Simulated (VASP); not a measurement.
Set up this calculation in VASP 6.6.1, as the native input.

* Task: relaxation of the atoms
* Functional: PBE
* Potentials or basis: VASP PAW PBE potentials, release 64 (Pt)
* Cutoff: 520 eV
* k mesh: 13 × 13 × 1
* Occupations: fermi-dirac, width 0.08 eV
* Spin: no spin polarisation
* Dipole correction: yes
* Further INCAR settings: ALGO = Normal; EDIFF = 1e-07; IBRION = 2; EDIFFG = -0.01; NSW = 60

The structure of Pt lies in POSCAR:

```
Pt
1.0
    2.8080030018      0.0000000000      0.0000000000
   -1.4040015009      2.4318019335      0.0000000000
    0.0000000000      0.0000000000     20.5854000000
Pt
3
Direct
    0.1666666665      0.3333333335      0.3886237407
    0.5000000005      0.9999999995      0.4999999997
    0.8333333335      0.6666666665      0.6113762593
```

One way to write it, as run:

INCAR

```
SYSTEM = Pt
ALGO = Normal
DIPOL = 0.5 0.5 0.500
EDIFF = 1E-7
EDIFFG = -0.01
ENCUT = 520
GGA = PE
IBRION = 2
IDIPOL = 3
ISIF = 2
ISMEAR = -1
LASPH = .True.
LCHARG = .False.
LDIPOL = .True.
LREAL = .False.
LWAVE = .False.
NELM = 60
NSW = 60
PREC = Accurate
SIGMA = 0.08
```

KPOINTS

```
k-points
0
Gamma
  13 13 1
  0 0 0
```

Potentials or basis: VASP PAW PBE potentials, release 64 (Pt).

Run with:

```sh
$ cat potpaw_PBE.64/Pt/POTCAR > POTCAR
$ mpirun -np 1 vasp_std > vasp.out
```

It gave:

| Quantity | Value |
| --- | --- |
| Energy gained by relaxing | 0.3 meV/atom |
| Ionic steps | 3 |
| Band gap on the k mesh | zero (bands 15 and 16 overlap by 1.19 eV) |

Caveat: spin-orbit coupling is left out, which moves the levels of the heavy elements.

It took 110 s on 1 thread of Oxide Virtual Turin-like Processor, on a shared host, peak memory 0.27 GiB.
